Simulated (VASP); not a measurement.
Here is a VASP 6.6.1 calculation.

Contents of INCAR:

```
SYSTEM = Si11O24
PREC = Accurate ; ENCUT = 520
EDIFF = 1E-6 ; ISMEAR = 0
SIGMA = 0.01 ; LREAL = Auto
LASPH = .True. ; NELM = 200
ALGO = Normal ; ISIF = 2
LWAVE = .False. ; LCHARG = .False.
ISPIN = 2 ; MAGMOM = 0 0 0 0 0 0 0 0 0 0 0 0.5 0 0 0 0 0 0 0 0 0.5 0 0 0 0 0 0.5 0 0 0 0 0 0 0 0.5
LORBIT = 11 ; GGA = PE
NBANDS = 121 ; GGA_COMPAT = .False.
KPAR = 2 ; NCORE = 2
```

KPOINTS

```
regular mesh
0
Gamma
  2 2 2
  0 0 0
```

POSCAR

```
Si11O24
1.0
    0.0000000000      0.0000000000      8.6285746202
   -7.6489555383      4.4161265391      0.0000000000
   -0.0000000001     -8.8322530781      0.0000000000
Si O
11 24
Direct
    0.9360852170      0.3333333333      1.0000000000
    0.9366194099      0.6666666667      0.6666666667
    0.5692381468      0.0000000000      0.3333333333
    0.5606932499      0.3333333333      1.0000000000
    0.5620253084      0.6666666667      0.6666666667
    0.0614283706      0.3267922541      0.3341601343
    0.0614283706      0.6740345469      1.0065410792
    0.0614283706      0.9991731990      0.6592987865
    0.4371109095      0.3325352555      0.3344386137
    0.4371109095      0.6685700248      1.0007980778
    0.4371109095      0.9988947197      0.6647633085
   -0.0034034786      0.7934326598      0.2093250530
    0.0007529831      0.1410301784      0.8561716203
   -0.0015466520      0.4711307258      0.5267727188
    0.5072465267      0.1944712667      0.3879850771
    0.4963295765      0.5267532790      0.0538114848
    0.4981214012      0.8605872108      0.7215871580
    0.5072465267      0.9453482563      0.4731528563
    0.4963295765      0.2795218485      0.1396084609
    0.4981214012      0.6117461753      0.8056667194
   -0.0034034786      0.1240082803      0.2507742734
    0.0007529831      0.4771617130      0.9515252248
   -0.0015466520      0.8065606145      0.6110246737
    0.4981214012      0.5276666139      0.4727461225
    0.5072465267      0.8601804770      0.1388620666
    0.4963295765      0.1937248724      0.8065800543
    0.7634003112      0.0000000000      0.3333333333
    0.7485259228      0.3333333333      1.0000000000
    0.7490981772      0.6666666667      0.6666666667
    0.2496636992      0.3274793639      0.3395609703
    0.2496636992      0.6787482730      1.0058539694
    0.2496636992      0.9937723631      0.6545850603
    0.0007529831      0.3818081085      0.1923031549
   -0.0015466520      0.7223086596      0.8622026075
   -0.0034034786      0.0825590599      0.5399006735
```

Potentials or basis: VASP PAW PBE potentials, release 64 (Si, O).

Run with:

```console
$ cat potpaw_PBE.64/Si/POTCAR potpaw_PBE.64/O/POTCAR > POTCAR
$ mpirun -np 4 vasp_std > vasp.out
```

(1) Estimate the largest force.

(2) Predict the site moments.

(3) Estimate the band gap on the k mesh.

## Answers

(1) 0.088 eV/Å.

(2) Si -0.00, -0.01 (each value once); O +0.69, +0.07, +0.01, +0.03, +0.00, +0.77 (each value once) μB.

(3) 0.18 eV.

Caveat: the cell differs from its parent crystal (atoms taken out, then relaxed in part).
